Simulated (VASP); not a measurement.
# K2HfSe3: single point with PBE

Crystal: K2HfSe3.

```xyz
6
Lattice="5.6099 0.0000 0.0000 0.0000 5.6099 0.0000 0.0000 0.0000 5.5710" Properties=species:S:1:pos:R:3 pbc="T T T"
K     2.8049    2.8049    0.0000
K     2.8049    2.8049    2.7855
Hf    0.0000    0.0000    0.0000
Se    2.8049    0.0000    0.0000
Se    0.0000    2.8049    0.0000
Se    0.0000    0.0000    2.7855
```

The cell was generated, and may not be a known phase.

```json
{
  "Program": "VASP 6.6.1",
  "Task": "single point",
  "Functional": "PBE",
  "Potentials or basis": "VASP PAW PBE potentials, release 64 (K_sv, Hf_pv, Se)",
  "Cutoff": "520 eV",
  "k mesh": "6 × 6 × 6",
  "Occupations": "gaussian, width 0.01 eV",
  "Spin": "no spin polarisation"
}
```

```
Pressure               : 0.0 GPa
Band gap on the k mesh : 0.06 eV (least direct gap 0.62 eV)
```

Levels at points of the mesh, in eV from the valence-band top:
```csv
k point,band 21,band 22,band 23,band 24,band 25,band 26
"(0.00, 0.00, 0.00)",-0.57,-0.56,-0.56,0.06,0.49,0.49
"(0.50, 0.00, 0.00)",-1.28,-0.90,-0.60,0.60,1.78,1.95
"(0.50, 0.50, 0.00)",-1.58,-1.31,-1.31,2.07,2.07,2.09
"(0.00, 0.00, 0.50)",-1.45,-0.87,-0.87,0.12,1.73,1.73
"(0.50, 0.00, 0.50)",-1.86,-1.81,0.00,1.79,1.95,2.29
"(0.50, 0.50, 0.50)",-1.56,-0.04,-0.04,2.48,2.58,2.58
```

Run time: 4.6 min on 1 thread of Intel(R) Xeon(R) Platinum 8559C (Emerald Rapids) (shared host), peak memory 0.39 GiB.

Caveat: semilocal functionals underestimate gaps, and a narrow one can read as zero; spin-orbit coupling is left out, which moves the levels of the heavy elements. A k mesh can miss the band edges.
